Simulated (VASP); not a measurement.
Input of a VASP 6.6.1 run:

INCAR

```
SYSTEM = As
  ALGO = Normal
  EDIFF = 1E-6
  ENCUT = 510
  GGA = PE
  GGA_COMPAT = .False.
  ISIF = 2
  ISMEAR = -1
  LASPH = .True.
  LCHARG = .False.
  LREAL = .False.
  LWAVE = .False.
  NBANDS = 22
  NELM = 120
  PREC = Accurate
  SIGMA = 0.05
```

KPOINTS

```
k-points
0
Gamma
  9 9 9
  0 0 0
```

File POSCAR:

```
As
1.0
    1.8199656780      1.0507576741      3.0417182595
   -1.8199656780      1.0507576741      3.0417182595
    0.0000000000     -2.1015153483      3.0417182594
As
2
Direct
    0.2384494355      0.2384494355      0.2384494355
    0.7615505645      0.7615505645      0.7615505645
```

Potentials or basis: VASP PAW PBE potentials, release 64 (As_d).

Command:

```sh
$ cat potpaw_PBE.64/As_d/POTCAR > POTCAR
$ mpirun -np 1 vasp_std > vasp.out
```

Question: What does it give for the largest force?

Answer: 0.004 eV/Å.

Question: Estimate the pressure.

Answer: 20.2 GPa.

Forces in eV/Å, atoms in the order of the input:
```
As   0.000  0.000  0.004
As   0.000  0.000 -0.004
```

Caveat: the cell stands under pressure.
